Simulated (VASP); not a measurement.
# Fe (Im-3m) in VASP: further runs

Runs on Fe. Level: PBEsol. Tasks: single point.

Everything below comes from runs of VASP 6.6.1. Logs are shortened: lines on timing, memory, paths and dates and some standing lists are left out, and cuts for length are marked.

## Step 1: The cell of the first run

Symmetry: Im-3m, No. 229, cubic system. The conventional cell has a = 2.861 Å, b = 2.861 Å, c = 2.861 Å, α = 90.00°, β = 90.00°, γ = 90.00°. Fe (site symmetry m-3m) has 14 Fe at 2.48 to 2.86 Å within 3.3 Å.

## Step 2: Single point, PBEsol, collinear spin, ferromagnetic start (11.70 Å³/atom)

The input, INCAR:

```
SYSTEM = Fe
ALGO     = Normal         ! electronic algorithm
EDIFF    = 1E-7           ! SCF threshold, eV
ENCUT    = 520            ! plane-wave cutoff, eV
GGA      = PS             ! functional
ISIF     = 2              ! what is computed and relaxed
ISMEAR   = -1             ! smearing method
ISPIN    = 2              ! spin polarisation
LASPH    = .True.         ! aspherical terms in the spheres
LCHARG   = .False.        ! write CHGCAR
LMAXMIX  = 4              ! l up to which the mixer works
LORBIT   = 11             ! projections on sites
LREAL    = .False.        ! projectors in reciprocal space
LWAVE    = .False.        ! write WAVECAR
MAGMOM   = 2.132          ! initial moments
NBANDS   = 14             ! bands
NELM     = 150            ! most SCF steps
PREC     = Accurate       ! precision mode
SIGMA    = 0.05           ! smearing width, eV
```

The input, KPOINTS:

```
k-points
0
Gamma
  26 26 26
  0 0 0
```

The input, POSCAR:

```
Fe
1.0
   -1.4302709410      1.4302709410      1.4302709410
    1.4302709410     -1.4302709410      1.4302709410
    1.4302709410      1.4302709410     -1.4302709410
Fe
1
Direct
    0.0000000000      0.0000000000      0.0000000000
```

Potentials or basis: VASP PAW PBE potentials, release 64 (Fe).

On the command line:

```bash
$ cat potpaw_PBE.64/Fe/POTCAR > POTCAR
$ mpirun -np 1 vasp_std > vasp.out
```

OUTCAR:

```text
SYSTEM = Fe
   EDIFF = 1E-7
   ENCUT = 520
   GGA = PS
   ISIF = 2
   ISMEAR = -1
   ISPIN = 2
   LASPH = .True.
   LORBIT = 11
   LREAL = .False.
   NELM = 150
   PREC = Accurate

 ion  position               nearest neighbor table
   1  0.000  0.000  0.000-

  LATTYP: Found a body centered cubic cell.
 ALAT       =     2.8605418820

  Lattice vectors:

 A1 = (  -1.4302709410,   1.4302709410,   1.4302709410)
 A2 = (   1.4302709410,  -1.4302709410,   1.4302709410)
 A3 = (   1.4302709410,   1.4302709410,  -1.4302709410)

Analysis of symmetry for initial positions (statically):
=====================================================================
 Subroutine PRICEL returns:
 Original cell was already a primitive cell.

 Routine SETGRP: Setting up the symmetry group for a
 body centered cubic supercell.

 Subroutine GETGRP returns: Found 48 space group operations
 (whereof 48 operations were pure point group operations)
 out of a pool of 48 trial point group operations.

The static configuration has the point symmetry O_h .

Analysis of symmetry for dynamics (positions and initial velocities):
=====================================================================
 Subroutine PRICEL returns:
 Original cell was already a primitive cell.

 Routine SETGRP: Setting up the symmetry group for a
 body centered cubic supercell.

 Subroutine GETGRP returns: Found 48 space group operations
 (whereof 48 operations were pure point group operations)
 out of a pool of 48 trial point group operations.

The dynamic configuration has the point symmetry O_h .

Analysis of structural, dynamic, and magnetic symmetry:
=====================================================================
 Subroutine PRICEL returns:
 Original cell was already a primitive cell.

 Routine SETGRP: Setting up the symmetry group for a
 body centered cubic supercell.

 Subroutine GETGRP returns: Found 48 space group operations
 (whereof 48 operations were pure point group operations)
 out of a pool of 48 trial point group operations.

The overall configuration has the point symmetry O_h .

 Subroutine INISYM returns: Found 48 space group operations
 (whereof 48 operations are pure point group operations),
 and found     1 'primitive' translations

----------------------------------------------------------------------------------------

                                     Primitive cell

  volume of cell :      11.7035

  direct lattice vectors                    reciprocal lattice vectors
    -1.430270941  1.430270941  1.430270941     0.000000000  0.349584114  0.349584114
     1.430270941 -1.430270941  1.430270941     0.349584114  0.000000000  0.349584114
     1.430270941  1.430270941 -1.430270941     0.349584114  0.349584114  0.000000000

  length of vectors
     2.477301938  2.477301938  2.477301938     0.494386596  0.494386596  0.494386596

  position of ions in fractional coordinates (direct lattice)
     0.000000000  0.000000000  0.000000000

  ion indices of the primitive-cell ions
   primitive index   ion index
                 1           1

----------------------------------------------------------------------------------------

 KPOINTS: k-points

Automatic generation of k-mesh.
 Grid dimensions read from file:
 generate k-points for:   26   26   26

 Generating k-lattice:

  Cartesian coordinates                     Fractional coordinates (reciprocal lattice)
     0.000000000  0.013445543  0.013445543     0.038461538  0.000000000  0.000000000
     0.013445543  0.000000000  0.013445543     0.000000000  0.038461538  0.000000000
     0.013445543  0.013445543  0.000000000     0.000000000  0.000000000  0.038461538

  Length of vectors
     0.019014869  0.019014869  0.019014869

  Shift w.r.t. Gamma in fractional coordinates (k-lattice)
     0.000000000  0.000000000  0.000000000

 Subroutine IBZKPT returns following result:
 ===========================================

 Found    511 irreducible k-points:

 Following reciprocal coordinates:
            Coordinates               Weight
  0.000000  0.000000  0.000000      1.000000
  0.038462  0.000000  0.000000     12.000000
  0.076923  0.000000  0.000000     12.000000
  0.115385  0.000000  0.000000     12.000000
  0.153846  0.000000  0.000000     12.000000
  0.192308  0.000000  0.000000     12.000000
[... 16 lines left out ...]
  0.346154  0.038462  0.000000     48.000000
  0.384615  0.038462  0.000000     48.000000
 [... further k-points ...]
   k-points           NKPTS =    511   k-points in BZ     NKDIM =    511   number of bands    NBANDS=     14
   number of dos      NEDOS =    301   number of ions     NIONS =      1
   total plane-waves  NPLWV =   5832
   dimension x,y,z NGX =    18 NGY =   18 NGZ =   18
   dimension x,y,z NGXF=    36 NGYF=   36 NGZF=   36
   ions per type =               1
   NGX,Y,Z   is equivalent  to a cutoff of  12.08, 12.08, 12.08 a.u.
   NGXF,Y,Z  is equivalent  to a cutoff of  24.16, 24.16, 24.16 a.u.
 SYSTEM =  Fe
   PREC   = accura    normal or accurate (medium, high low for compatibility)
   ISTART =      0    job   : 0-new  1-cont  2-samecut
   ICHARG =      2    charge: 1-file 2-atom 10-const
   ISPIN  =      2    spin polarized calculation?
   LNONCOLLINEAR =      F non collinear calculations
   LSORBIT =      F    spin-orbit coupling
   LASPH  =      T    aspherical Exc in radial PAW
   ENCUT  =  520.0 eV  38.22 Ry    6.18 a.u.   4.61  4.61  4.61*2*pi/ulx,y,z
   NELM   =    150;   NELMIN=  2; NELMDL= -5     # of ELM steps
   EDIFF  = 0.1E-06   stopping-criterion for ELM
   LREAL  =      F    real-space projection
   EDIFFG = 0.1E-05   stopping-criterion for IOM
   NSW    =      0    number of steps for IOM
   IBRION =     -1    ionic relax: 0-MD 1-quasi-New 2-CG
   NFREE  =      0    steps in history (QN), initial steepest desc. (CG)
   ISIF   =      2    stress and relaxation
   ISYM   =      2    0-nonsym 1-usesym 2-fastsym
   POTIM  = 0.5000    time-step for ionic-motion
   TEBEG  =    0.0;   TEEND  =   0.0 temperature during run
   PSTRESS=    0.0 pullay stress
   NELECT =       8.0000    total number of electrons
   NUPDOWN=      -1.0000    fix difference up-down
   EMIN   =  10.00;   EMAX   =-10.00  energy-range for DOS
   EFERMI =   0.00;   METHOD = LEGACY
   ISMEAR =    -1;   SIGMA  =   0.05  broadening in eV -4-tet -1-fermi 0-gaus
   EFERMI_NEDOS =   21; number of points for ismear=-14 and -15
   IALGO  =     38    algorithm
   IMIX   =      4    mixing-type and parameters
     AMIX     =   0.40;   BMIX     =  1.00
     AMIX_MAG =   1.60;   BMIX_MAG =  1.00
  volume/ion in A,a.u.               =      11.70        78.98
  Fermi-wavevector in a.u.,A,eV,Ry     =   1.442115  2.725202 28.295971  2.079695
  Thomas-Fermi vector in A             =   2.560671
   LORBIT       =     11    0 simple, 1 ext, 2 COOP (PROOUT), +10 PAW based schemes
   GGA     = PS    functional components
   LHFCALC =     F    Hartree Fock is set to
   AEXX    =    0.0000 exact exchange contribution
   IVDW    =     0    specifies the selected vdW correction
   LEPSILON=     F    determine dielectric tensor
   LRPA    =     F    only Hartree local field effects (RPA)
 spin polarized calculation
  energy-cutoff  :      520.00
  volume of cell :       11.70
 maximum number of plane-waves:       329
   NGX =  9   NGY =  9   NGZ =  9

 number of electron       8.0000001 magnetization       2.2304847

 Free energy of the ion-electron system (eV)
  ---------------------------------------------------
  ext. energy  EPLUGINS =         0.00000000
  ---------------------------------------------------
  free energy    TOTEN  =        -8.88001235 eV

  energy without entropy =       -8.87146699  energy(sigma->0) =       -8.87573967

 E-fermi :   5.3510     XC(G=0): -13.1090

 val. band max:        5.3505701181   @ k =  -0.3846   0.4615   0.2308
 cond. band min:       5.3525683510   @ k =  -0.1154   0.1154   0.0769
 fundamental gap:      0.0019982328
 Fermi energy:         5.3509580799

 spin component 1

 k-point     1 :       0.0000    0.0000    0.0000
  band No.  band energies     occupation
      1      -2.9761      1.00000
      2       3.1030      1.00000
      3       3.1030      1.00000
      4       3.1030      1.00000
      5       4.3097      1.00000
      6       4.3097      1.00000
      7      30.0065      0.00000
      8      30.0065      0.00000
      9      30.0065      0.00000
     10      34.9191      0.00000
     11      34.9191      0.00000
     12      37.0247      0.00000
     13      37.0247      0.00000
     14      37.0247      0.00000
[... 375 lines left out ...]
 k-point    24 :       0.3846    0.0385    0.0000
  band No.  band energies     occupation
      1       0.5577      1.00000
      2       2.1544      1.00000
      3       4.1033      1.00000
      4       4.3999      1.00000
      5       4.7181      1.00000
      6       5.5974      0.00718
      7      14.3426      0.00000
      8      23.5668      0.00000
      9      25.3414      0.00000
     10      28.7710      0.00000
     11      32.2959      0.00000
     12      38.6756      0.00000
     13      41.0025      0.00000
     14      47.8095      0.00000

 [... further k-points ...]

 spin component 2

 k-point     1 :       0.0000    0.0000    0.0000
  band No.  band energies     occupation
      1      -2.7276      1.00000
      2       5.0757      0.99595
      3       5.0758      0.99594
      4       5.0758      0.99594
      5       6.9803      0.00000
      6       6.9804      0.00000
      7      29.8935      0.00000
      8      29.8936      0.00000
      9      29.8936      0.00000
     10      35.2032      0.00000
     11      35.2032      0.00000
     12      37.7590      0.00000
     13      37.7590      0.00000
     14      37.7591      0.00000
[... 375 lines left out ...]
 k-point    24 :       0.3846    0.0385    0.0000
  band No.  band energies     occupation
      1       1.6562      1.00000
      2       3.9447      1.00000
      3       5.2001      0.95335
      4       6.8188      0.00000
      5       7.2183      0.00000
      6       7.7299      0.00000
      7      15.4862      0.00000
      8      23.7788      0.00000
      9      25.9721      0.00000
     10      29.3216      0.00000
     11      32.9926      0.00000
     12      38.9179      0.00000
     13      41.3307      0.00000
     14      48.5041      0.00000

 [... further k-points ...]

------------------------ aborting loop because EDIFF is reached ----------------------------------------

  FORCE on cell =-STRESS in cart. coord.  units (eV):
  Direction    XX          YY          ZZ          XY          YZ          ZX
  --------------------------------------------------------------------------------------
  -------------------------------------------------------------------------------------
  Total       -1.0472022     -1.0472022     -1.0472022     -0.0000000      0.0000000      0.0000000
  in kB     -143.3594062   -143.3594062   -143.3594062     -0.0000000      0.0000000      0.0000000
  external PRESSURE =    -143.3594062 kB  Pullay stress =       0.0000000 kB

 VOLUME and BASIS-vectors are now :
 -----------------------------------------------------------------------------
  energy-cutoff  :      520.00
  volume of cell :       11.70
      direct lattice vectors                 reciprocal lattice vectors
    -1.430270941  1.430270941  1.430270941     0.000000000  0.349584114  0.349584114
     1.430270941 -1.430270941  1.430270941     0.349584114  0.000000000  0.349584114
     1.430270941  1.430270941 -1.430270941     0.349584114  0.349584114  0.000000000

 POSITION                                       TOTAL-FORCE (eV/Angst)
 -----------------------------------------------------------------------------------
      0.00000      0.00000      0.00000         0.000000      0.000000     -0.000000
 -----------------------------------------------------------------------------------
    total drift:                                0.000000      0.000000      0.000000

  FREE ENERGIE OF THE ION-ELECTRON SYSTEM (eV)
  ---------------------------------------------------
  free  energy   TOTEN  =        -8.8800123484 eV

  energy  without entropy=       -8.8714669864  energy(sigma->0) =       -8.87573967

 total charge

# of ion       s       p       d       tot
------------------------------------------
    1        0.477   0.517   6.218   7.212

 magnetization (x)

# of ion       s       p       d       tot
------------------------------------------
    1       -0.014  -0.050   2.289   2.225
```

It took 2.6 min on 1 thread of Intel Xeon Platinum 8375C at 2.90GHz (Ice Lake), shared host; peak memory 0.23 GiB.

Results:

- Free energy: -8.8800 eV
- Pressure: -14.3 GPa
- Net moment: 2.23 μB per cell
- Site moments: Fe +2.23 μB
- Valence electrons inside the program's atomic spheres: Fe 7.21

Levels at points of the mesh, in eV from the Fermi level:
Spin up:
| k point | band 3 | band 4 | band 5 | band 6 | band 7 | band 8 |
| --- | --- | --- | --- | --- | --- | --- |
| (0.00, 0.00, 0.00) | -2.25 | -2.25 | -1.04 | -1.04 | 24.66 | 24.66 |
| (0.50, 0.00, 0.00) | -0.99 | -0.86 | 0.34 | 0.46 | 7.07 | 18.05 |
| (0.50, 0.50, 0.50) | 0.08 | 0.08 | 0.08 | 9.65 | 9.65 | 9.65 |
Spin down:
```tsv
k point	band 1	band 2	band 3	band 4	band 5	band 6	band 7
(0.00, 0.00, 0.00)	-8.08	-0.28	-0.28	-0.28	1.63	1.63	24.54
(0.50, 0.00, 0.00)	-3.46	-1.51	0.66	1.51	1.87	2.62	8.48
(0.50, 0.50, 0.50)	-2.86	-2.86	2.33	2.33	2.33	10.00	10.00
```

Caveat: the cell stands under tension; the PAW data sets were made with another functional, which shifts forces and pressure a little.

(Continued in part 2 of 2.)
